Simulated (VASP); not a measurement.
The system is C.

```
C
1.0
     2.45611    0.00000    0.00000
    -1.22807    2.12705    0.00000
     0.00000    0.00000    7.17327
C
4
Direct
  0.08338 0.91662 0.75314
  0.58338 0.41662 0.24686
  0.91662 0.08338 0.24686
  0.41662 0.58338 0.75314
```

Base run:

```yaml
Program: VASP 6.6.1
Functional: LDA
Potentials_or_basis: VASP PAW LDA potentials, release 64 (C)
Cutoff: 520 eV
k_mesh: 8 × 8 × 3
Occupations: fermi-dirac, width 0.1 eV
Spin: no spin polarisation
```

Its results: band gap on the k mesh 1.31 eV; pressure -3.2 GPa; largest force 0.049 eV/Å.

The run is repeated on the same cell with these changes: k mesh from 8 × 8 × 3 to 6 × 6 × 2. What comes out?

Band gap on the k mesh 0.02 eV; pressure -3.0 GPa; largest force 0.020 eV/Å.

Caveats: some runs use coarse meshes.

A k mesh can miss the band edges.
